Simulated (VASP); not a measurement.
Tl, 1 atom in the cell. The structure is cubic, space group Im-3m (No. 229). Conventional cell: a = 3.968 Å, b = 3.968 Å, c = 3.968 Å, α = 90.00°, β = 90.00°, γ = 90.00°. Tl (site symmetry m-3m) has 14 Tl at 3.44 to 3.97 Å within 4.5 Å. 

- Program: VASP 6.6.1
- Task: single point
- Functional: PBE
- Potentials or basis: VASP PAW PBE potentials, release 64 (Tl_d)
- Cutoff: 520 eV
- k mesh: 16 × 16 × 16
- Occupations: gaussian, width 0.05 eV
- Spin: no spin polarisation
- Dipole correction: no
- Further INCAR settings: ALGO = Normal; EDIFF = 1e-07; NBANDS = 12

Potentials or basis: VASP PAW PBE potentials, release 64 (Tl_d).

Command:

```console
$ cat potpaw_PBE.64/Tl_d/POTCAR > POTCAR
$ mpirun -np 1 vasp_std > vasp.out
```

Hardware: 1 thread of Intel(R) Xeon(R) 6975P-C (Granite Rapids), on a shared host.

Problem. Estimate the wall time of this run.

Solution. It took 21 s on 1 thread of Intel(R) Xeon(R) 6975P-C (Granite Rapids), on a shared host, peak memory 0.19 GiB. Counts: scf iterations 11, k points 145.
